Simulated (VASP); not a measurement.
# Ga (I4/mmm) in VASP: a series of runs

Ga is run at these levels: r2SCAN; tasks: single point.

All numbers are computed with VASP 6.6.1; they aren't measurements. Logs are shortened: lines on timing, memory, paths and dates and some standing lists are left out, and cuts for length are marked.

## Step 1: The cell of the first run

Symmetry: I4/mmm, No. 139, tetragonal system. Conventional cell: a = 2.845 Å, b = 2.845 Å, c = 4.682 Å, α = 90.00°, β = 90.00°, γ = 90.00°. Ga (site symmetry 4/mmm) has 12 Ga at 2.85 to 3.09 Å within 3.7 Å.

## Step 2: Single point, r2SCAN (18.95 Å³/atom)

Contents of POSCAR:

```
Ga
1.0
   -1.4227103101      1.4227103101      2.3407747414
    1.4227103101     -1.4227103101      2.3407747414
    1.4227103101      1.4227103101     -2.3407747414
Ga
1
Direct
    0.0000000000      0.0000000000      0.0000000000
```

Contents of INCAR.step1:

```
SYSTEM = Ga
PREC = Accurate
ENCUT = 520
ISMEAR = 0
SIGMA = 0.1
LREAL = .FALSE.
LASPH = .TRUE.
NELM = 60
NBANDS = 12
GGA = PE
ALGO = Normal
EDIFF = 1E-4
LWAVE = .TRUE.
LCHARG = .FALSE.
```

Contents of INCAR.step2:

```
SYSTEM = Ga
PREC = Accurate
ENCUT = 520
EDIFF = 1E-7
ISMEAR = 0
SIGMA = 0.1
LREAL = .FALSE.
LASPH = .TRUE.
NELM = 60
ALGO = Normal
ISIF = 2
LWAVE = .FALSE.
LCHARG = .FALSE.
METAGGA = R2SCAN
LMIXTAU = .TRUE.
NBANDS = 12
ISTART = 1
```

Contents of KPOINTS:

```
regular mesh
0
G
  20 20 20
  0 0 0
```

Potentials or basis: VASP PAW PBE potentials, release 64 (Ga_d).

Launch:

```sh
$ cat potpaw_PBE.64/Ga_d/POTCAR > POTCAR
$ cp INCAR.step1 INCAR
$ mpirun -np 1 vasp_std > vasp.out
$ cp INCAR.step2 INCAR
$ mpirun -np 1 vasp_std > vasp.out
```

OUTCAR:

```text
SYSTEM = Ga
   PREC = Accurate
   ENCUT = 520
   EDIFF = 1E-7
   ISMEAR = 0
   LREAL = .FALSE.
   LASPH = .TRUE.
   NELM = 60
   ISIF = 2
   METAGGA = R2SCAN
   ISTART = 1

 ion  position               nearest neighbor table
   1  0.000  0.000  0.000-

  LATTYP: Found a body centered tetragonal cell.
 ALAT       =     2.8454206202
 C/A-ratio  =     1.6452925974

  Lattice vectors:

 A1 = (  -1.4227103101,   1.4227103101,   2.3407747414)
 A2 = (   1.4227103101,  -1.4227103101,   2.3407747414)
 A3 = (   1.4227103101,   1.4227103101,  -2.3407747414)

Analysis of symmetry for initial positions (statically):
=====================================================================
 Subroutine PRICEL returns:
 Original cell was already a primitive cell.

 Routine SETGRP: Setting up the symmetry group for a
 body centered tetragonal supercell.

 Subroutine GETGRP returns: Found 16 space group operations
 (whereof 16 operations were pure point group operations)
 out of a pool of 16 trial point group operations.

The static configuration has the point symmetry D_4h.

Analysis of symmetry for dynamics (positions and initial velocities):
=====================================================================
 Subroutine PRICEL returns:
 Original cell was already a primitive cell.

 Routine SETGRP: Setting up the symmetry group for a
 body centered tetragonal supercell.

 Subroutine GETGRP returns: Found 16 space group operations
 (whereof 16 operations were pure point group operations)
 out of a pool of 16 trial point group operations.

The dynamic configuration has the point symmetry D_4h.

 Subroutine INISYM returns: Found 16 space group operations
 (whereof 16 operations are pure point group operations),
 and found     1 'primitive' translations

----------------------------------------------------------------------------------------

                                     Primitive cell

  volume of cell :      18.9519

  direct lattice vectors                    reciprocal lattice vectors
    -1.422710310  1.422710310  2.340774741     0.000000000  0.351441890  0.213604492
     1.422710310 -1.422710310  2.340774741     0.351441890  0.000000000  0.213604492
     1.422710310  1.422710310 -2.340774741     0.351441890  0.351441890  0.000000000

  length of vectors
     3.086654442  3.086654442  3.086654442     0.411264247  0.411264247  0.497013887

  position of ions in fractional coordinates (direct lattice)
     0.000000000  0.000000000  0.000000000

  ion indices of the primitive-cell ions
   primitive index   ion index
                 1           1

----------------------------------------------------------------------------------------

 KPOINTS: regular mesh

Automatic generation of k-mesh.
 Grid dimensions read from file:
 generate k-points for:   20   20   20

 Generating k-lattice:

  Cartesian coordinates                     Fractional coordinates (reciprocal lattice)
     0.000000000  0.017572094  0.010680225     0.050000000  0.000000000  0.000000000
     0.017572094  0.000000000  0.010680225     0.000000000  0.050000000  0.000000000
     0.017572094  0.017572094  0.000000000     0.000000000  0.000000000  0.050000000

  Length of vectors
     0.020563212  0.020563212  0.024850694

  Shift w.r.t. Gamma in fractional coordinates (k-lattice)
     0.000000000  0.000000000  0.000000000

 Subroutine IBZKPT returns following result:
 ===========================================

 Found    641 irreducible k-points:

 Following reciprocal coordinates:
            Coordinates               Weight
  0.000000  0.000000  0.000000      1.000000
  0.050000  0.000000  0.000000      8.000000
  0.100000 -0.000000  0.000000      8.000000
  0.150000  0.000000  0.000000      8.000000
  0.200000 -0.000000  0.000000      8.000000
  0.250000  0.000000 -0.000000      8.000000
[... 16 lines left out ...]
 -0.400000  0.050000  0.000000     16.000000
 -0.350000  0.050000  0.000000     16.000000
 [... further k-points ...]
   k-points           NKPTS =    641   k-points in BZ     NKDIM =    641   number of bands    NBANDS=     12
   number of dos      NEDOS =    301   number of ions     NIONS =      1
   total plane-waves  NPLWV =  13824
   dimension x,y,z NGX =    24 NGY =   24 NGZ =   24
   dimension x,y,z NGXF=    48 NGYF=   48 NGZF=   48
   ions per type =               1
   NGX,Y,Z   is equivalent  to a cutoff of  12.93, 12.93, 12.93 a.u.
   NGXF,Y,Z  is equivalent  to a cutoff of  25.85, 25.85, 25.85 a.u.
 SYSTEM =  Ga
   PREC   = accura    normal or accurate (medium, high low for compatibility)
   ISTART =      1    job   : 0-new  1-cont  2-samecut
   ICHARG =      0    charge: 1-file 2-atom 10-const
   ISPIN  =      1    spin polarized calculation?
   LNONCOLLINEAR =      F non collinear calculations
   LSORBIT =      F    spin-orbit coupling
   LASPH  =      T    aspherical Exc in radial PAW
   ENCUT  =  520.0 eV  38.22 Ry    6.18 a.u.   5.74  5.74  5.74*2*pi/ulx,y,z
[... 58 lines left out ...]
      1     -10.1443      2.00000
      2     -10.0106      2.00000
      3      -9.9905      2.00000
      4      -9.9905      2.00000
      5      -9.8421      2.00000
      6      -6.1992      2.00000
      7      18.1517      0.00000
      8      18.3391      0.00000
      9      18.3392      0.00000
     10      21.7599      0.00000
     11      22.3843      0.00000
     12      22.8364      0.00000

 k-point     2 :       0.0500    0.0000    0.0000
  band No.  band energies     occupation
      1     -10.1403      2.00000
      2     -10.0096      2.00000
      3      -9.9917      2.00000
      4      -9.9880      2.00000
      5      -9.8441      2.00000
      6      -6.1310      2.00000
      7      17.4184      0.00000
      8      17.9385      0.00000
      9      18.2739      0.00000
     10      21.3815      0.00000
     11      22.2202      0.00000
     12      23.0195      0.00000

 k-point     3 :       0.1000   -0.0000    0.0000
  band No.  band energies     occupation
      1     -10.1300      2.00000
      2     -10.0100      2.00000
      3      -9.9908      2.00000
      4      -9.9809      2.00000
      5      -9.8496      2.00000
      6      -5.9259      2.00000
      7      15.5621      0.00000
      8      17.3258      0.00000
      9      18.1126      0.00000
     10      20.8071      0.00000
     11      22.0717      0.00000
     12      23.5293      0.00000

 k-point     4 :       0.1500    0.0000    0.0000
  band No.  band energies     occupation
      1     -10.1180      2.00000
      2     -10.0190      2.00000
      3      -9.9781      2.00000
      4      -9.9707      2.00000
      5      -9.8573      2.00000
      6      -5.5820      2.00000
      7      13.4649      0.00000
      8      16.5931      0.00000
      9      17.9222      0.00000
     10      20.2627      0.00000
     11      21.5916      0.00000
     12      24.2736      0.00000

 k-point     5 :       0.2000   -0.0000    0.0000
  band No.  band energies     occupation
      1     -10.1090      2.00000
      2     -10.0347      2.00000
      3      -9.9604      2.00000
      4      -9.9533      2.00000
      5      -9.8644      2.00000
      6      -5.0978      2.00000
      7      11.3628      0.00000
      8      15.8651      0.00000
      9      17.7563      0.00000
     10      19.6668      0.00000
     11      21.3036      0.00000
     12      25.0779      0.00000
[... 228 lines left out ...]
      1     -10.1251      2.00000
      2     -10.0990      2.00000
      3      -9.9768      2.00000
      4      -9.8409      2.00000
      5      -9.7929      2.00000
      6       0.2608      2.00000
      7       1.4557      2.00000
      8      13.3400      0.00000
      9      17.0481      0.00000
     10      18.0045      0.00000
     11      20.5548      0.00000
     12      23.5517      0.00000

 k-point    22 :      -0.4500    0.0500    0.0000
  band No.  band energies     occupation
      1     -10.1206      2.00000
      2     -10.0967      2.00000
      3      -9.9744      2.00000
      4      -9.8469      2.00000
      5      -9.8002      2.00000
      6      -0.8643      2.00000
      7       2.7834      2.00000
      8      13.4022      0.00000
      9      17.1922      0.00000
     10      18.1079      0.00000
     11      20.6473      0.00000
     12      23.6554      0.00000

 k-point    23 :      -0.4000    0.0500    0.0000
  band No.  band energies     occupation
      1     -10.1105      2.00000
      2     -10.0927      2.00000
      3      -9.9687      2.00000
      4      -9.8575      2.00000
      5      -9.8193      2.00000
      6      -1.9905      2.00000
      7       4.3757      2.00000
      8      13.5961      0.00000
      9      17.2691      0.00000
     10      18.3305      0.00000
     11      20.9808      0.00000
     12      23.4235      0.00000

 k-point    24 :      -0.3500    0.0500    0.0000
  band No.  band energies     occupation
      1     -10.0989      2.00000
      2     -10.0849      2.00000
      3      -9.9614      2.00000
      4      -9.8718      2.00000
      5      -9.8462      2.00000
      6      -2.9944      2.00000
      7       6.1067      0.00000
      8      13.9182      0.00000
      9      17.3078      0.00000
     10      18.6731      0.00000
     11      21.4576      0.00000
     12      23.3470      0.00000

 [... further k-points ...]
[... 5 lines left out ...]
  --------------------------------------------------------------------------------------
  -------------------------------------------------------------------------------------
  Total       -0.3331850     -0.3331850     -0.3286362      0.0000000      0.0000000      0.0000000
  in kB      -28.1671825    -28.1671825    -27.7826339      0.0000000      0.0000000      0.0000000
  external PRESSURE =     -28.0389997 kB  Pullay stress =       0.0000000 kB

 VOLUME and BASIS-vectors are now :
 -----------------------------------------------------------------------------
  energy-cutoff  :      520.00
  volume of cell :       18.95
      direct lattice vectors                 reciprocal lattice vectors
    -1.422710310  1.422710310  2.340774741     0.000000000  0.351441890  0.213604492
     1.422710310 -1.422710310  2.340774741     0.351441890  0.000000000  0.213604492
     1.422710310  1.422710310 -2.340774741     0.351441890  0.351441890  0.000000000

 POSITION                                       TOTAL-FORCE (eV/Angst)
 -----------------------------------------------------------------------------------
      0.00000      0.00000      0.00000        -0.000000      0.000000      0.000000
 -----------------------------------------------------------------------------------
    total drift:                                0.000000      0.000000      0.000000

  FREE ENERGIE OF THE ION-ELECTRON SYSTEM (eV)
  ---------------------------------------------------
  free  energy   TOTEN  =       -11.2997596204 eV

  energy  without entropy=      -11.2979855463  energy(sigma->0) =      -11.29887258
```

It took 8.7 min on 1 thread of Intel Xeon 8259CL, shared host; peak memory 0.26 GiB.

Results:

- Free energy: -11.2998 eV
- Pressure: -2.8 GPa
- Band gap on the k mesh: zero (an odd number of electrons rules out a gap without spin polarisation)

Levels at points of the mesh, in eV from the Fermi level:
```
           k point  band 4  band 5  band 6  band 7  band 8  band 9
(0.00, 0.00, 0.00)  -15.40  -15.25  -11.61   12.74   12.93   12.93
(0.50, 0.00, 0.00)  -15.24  -15.20   -5.08   -4.16    8.16   12.27
(0.50, 0.50, 0.00)  -15.24  -15.12   -2.10   -1.14    3.82    5.20
(0.50, 0.50, 0.50)  -15.21  -15.20   -4.43   -3.83    7.04    7.04
```

Caveat: the PAW data sets were made with another functional, which shifts forces and pressure a little.

## Step 3: Single point, r2SCAN (18.42 Å³/atom)

This run uses another cell than the first one, of 18.42 Å³/atom.

Contents of POSCAR:

```
Ga
1.0
   -1.4150370773      1.4150370773      2.2992611445
    1.4150370773     -1.4150370773      2.2992611445
    1.4150370773      1.4150370773     -2.2992611445
Ga
1
Direct
    0.0000000000      0.0000000000      0.0000000000
```

Contents of INCAR.step1:

```
PREC = Accurate
ENCUT = 520
ISMEAR = 0
SIGMA = 0.1
LREAL = False
LASPH = True
NELM = 80
NBANDS = 12
GGA = PE
ALGO = Normal
EDIFF = 1E-4
LWAVE = True
LCHARG = False
```

Contents of INCAR.step2:

```
PREC = Accurate
ENCUT = 520
EDIFF = 1E-6
ISMEAR = 0
SIGMA = 0.1
LREAL = False
LASPH = True
NELM = 80
ALGO = Normal
ISIF = 2
LWAVE = False
LCHARG = True
METAGGA = R2SCAN
LMIXTAU = True
LELF = True
LVHAR = True
NBANDS = 12
ISTART = 1
```

Contents of KPOINTS:

```
regular mesh
0
Gamma
  20 20 20
```

Potentials or basis: VASP PAW PBE potentials, release 64 (Ga_d).

Launch:

```sh
$ cat potpaw_PBE.64/Ga_d/POTCAR > POTCAR
$ cp INCAR.step1 INCAR
$ mpirun -np 1 vasp_std > vasp.out
$ cp INCAR.step2 INCAR
$ mpirun -np 1 vasp_std > vasp.out
```

Wall time 8.1 min (1 thread of Intel Xeon 8259CL, shared host); peak memory 0.26 GiB.

Results (log left out):

```
Free energy            : -11.3071 eV
Pressure               : -1.6 GPa
Band gap on the k mesh : zero (an odd number of electrons rules out a gap without spin polarisation)
```

Stress tensor (GPa, compression positive):
```
-1.60  0.00  0.00
 0.00 -1.60  0.00
 0.00  0.00 -1.48
```

Levels at points of the mesh, in eV from the Fermi level:
```tsv
k point	band 4	band 5	band 6	band 7	band 8	band 9
(0.00, 0.00, 0.00)	-15.45	-15.29	-11.86	13.17	13.23	13.23
(0.50, 0.00, 0.00)	-15.28	-15.23	-5.13	-4.34	8.53	12.43
(0.50, 0.50, 0.00)	-15.28	-15.15	-2.27	-1.18	3.98	5.24
(0.50, 0.50, 0.50)	-15.24	-15.24	-4.28	-3.92	6.99	6.99
```

Caveat: the PAW data sets were made with another functional, which shifts forces and pressure a little.

## Step 4: Single point, r2SCAN (18.95 Å³/atom)

Contents of POSCAR:

```
Ga
1.0
   -1.4227102183      1.4227102183      2.3407750425
    1.4227102183     -1.4227102183      2.3407750425
    1.4227102183      1.4227102183     -2.3407750425
Ga
1
Direct
    0.0000000000      0.0000000000      0.0000000000
```

Contents of INCAR.step1:

```
SYSTEM = Ga
PREC = Accurate
ENCUT = 520
ISMEAR = 0
SIGMA = 0.1
LREAL = .FALSE.
LASPH = .TRUE.
NELM = 60
NBANDS = 12
GGA = PE
ALGO = Normal
EDIFF = 1E-4
LWAVE = .TRUE.
LCHARG = .FALSE.
```

Contents of INCAR.step2:

```
SYSTEM = Ga
PREC = Accurate
ENCUT = 520
EDIFF = 1E-7
ISMEAR = 0
SIGMA = 0.1
LREAL = .FALSE.
LASPH = .TRUE.
NELM = 60
ALGO = Normal
ISIF = 2
LWAVE = .FALSE.
LCHARG = .FALSE.
METAGGA = R2SCAN
LMIXTAU = .TRUE.
NBANDS = 12
ISTART = 1
```

Contents of KPOINTS:

```
regular mesh
0
G
  20 20 20
  0 0 0
```

Launch:

```sh
$ cat potpaw_PBE.64/Ga_d/POTCAR > POTCAR
$ cp INCAR.step1 INCAR
$ mpirun -np 1 vasp_std > vasp.out
$ cp INCAR.step2 INCAR
$ mpirun -np 1 vasp_std > vasp.out
```

Wall time 8.9 min (1 thread of Intel Xeon 8259CL, shared host); peak memory 0.26 GiB.

Results (log left out):

```yaml
Free_energy: -11.2998 eV
Pressure: -2.8 GPa
Band_gap_on_the_k_mesh: zero (an odd number of electrons rules out a gap without spin polarisation)
```

Levels at points of the mesh, in eV from the Fermi level:
| k point | band 3 | band 4 | band 5 | band 6 | band 7 | band 8 | band 9 | band 10 |
| --- | --- | --- | --- | --- | --- | --- | --- | --- |
| (0.00, 0.00, 0.00) | -15.40 | -15.40 | -15.25 | -11.61 | 12.74 | 12.93 | 12.93 | 16.35 |
| (0.50, 0.00, 0.00) | -15.38 | -15.24 | -15.20 | -5.08 | -4.16 | 8.16 | 12.27 | 12.31 |
| (0.50, 0.50, 0.00) | -15.26 | -15.24 | -15.12 | -2.10 | -1.14 | 3.82 | 5.20 | 8.24 |
| (0.50, 0.50, 0.50) | -15.21 | -15.21 | -15.20 | -4.43 | -3.83 | 7.04 | 7.04 | 10.17 |

Caveat: the PAW data sets were made with another functional, which shifts forces and pressure a little.

## Step 5: Single point, r2SCAN (19.67 Å³/atom)

This run uses another cell than the first one, of 19.67 Å³/atom.

Contents of POSCAR:

```
Ga
1.0
   -1.4357561963      1.4357561963      2.3851626570
    1.4357561963     -1.4357561963      2.3851626570
    1.4357561963      1.4357561963     -2.3851626570
Ga
1
Direct
    0.0000000000      0.0000000000      0.0000000000
```

Contents of INCAR.step1:

```
ALGO = Normal ; EDIFF = 1E-4
ENCUT = 520 ; GGA = PE
ISMEAR = 0 ; LASPH = True
LCHARG = False ; LREAL = False
LWAVE = True ; NBANDS = 12
NELM = 80 ; PREC = Accurate
SIGMA = 0.1
```

Contents of INCAR.step2:

```
ALGO = Normal ; EDIFF = 1E-6
ENCUT = 520 ; ISIF = 2
ISMEAR = 0 ; ISTART = 1
LASPH = True ; LCHARG = True
LELF = True ; LMIXTAU = True
LREAL = False ; LVHAR = True
LWAVE = False ; METAGGA = R2SCAN
NBANDS = 12 ; NELM = 80
PREC = Accurate ; SIGMA = 0.1
```

Contents of KPOINTS:

```
k-points
0
Gamma
  20 20 20
```

Launch:

```sh
$ cat potpaw_PBE.64/Ga_d/POTCAR > POTCAR
$ cp INCAR.step1 INCAR
$ mpirun -np 1 vasp_std > vasp.out
$ cp INCAR.step2 INCAR
$ mpirun -np 1 vasp_std > vasp.out
```

Run time: 7.1 min. Hardware: 1 thread of Intel Xeon 8259CL, shared host; peak memory 0.27 GiB.

It converged, with:

```
Free energy            : -11.2837 eV
Pressure               : -4.3 GPa
Band gap on the k mesh : zero (an odd number of electrons rules out a gap without spin polarisation)
```

Stress tensor (GPa, compression positive):
```
-4.30  0.00  0.00
 0.00 -4.30  0.00
 0.00  0.00 -4.40
```

Levels at points of the mesh, in eV from the Fermi level:
```csv
k point,band 3,band 4,band 5,band 6,band 7,band 8,band 9,band 10
"(0.00, 0.00, 0.00)",-15.35,-15.35,-15.22,-11.30,12.22,12.54,12.54,16.01
"(0.50, 0.00, 0.00)",-15.34,-15.21,-15.17,-5.02,-3.95,7.79,11.87,12.06
"(0.50, 0.50, 0.00)",-15.23,-15.22,-15.09,-1.93,-1.17,3.67,5.13,8.03
"(0.50, 0.50, 0.50)",-15.19,-15.19,-15.17,-4.55,-3.68,7.00,7.00,10.13
```

Caveat: the cell stands under tension; the PAW data sets were made with another functional, which shifts forces and pressure a little.

## Step 6: Overview

| cell | gap on the mesh (eV) | pressure (GPa) |
| --- | --- | --- |
| a = 3.087 Å, angles 125.1, 125.1, 81.4°, 1 atom | none | -2.8 |
| a = 3.048 Å, angles 124.7, 124.7, 82.1°, 1 atom | none | -1.6 |
| a = 3.132 Å, angles 125.4, 125.4, 80.8°, 1 atom | none | -4.3 |

Alike in all rows: task single point; level r2SCAN; potentials or basis VASP PAW PBE potentials, release 64 (Ga_d); no spin polarisation; k mesh 20 × 20 × 20; cutoff (eV) 520; smearing gaussian 0.1 eV.

Caveats: the PAW data sets were made with another functional, which shifts forces and pressure a little; the cell stands under tension (at least some runs).

Total energies depend on the potentials used, so only differences within one code and one set of settings carry meaning.
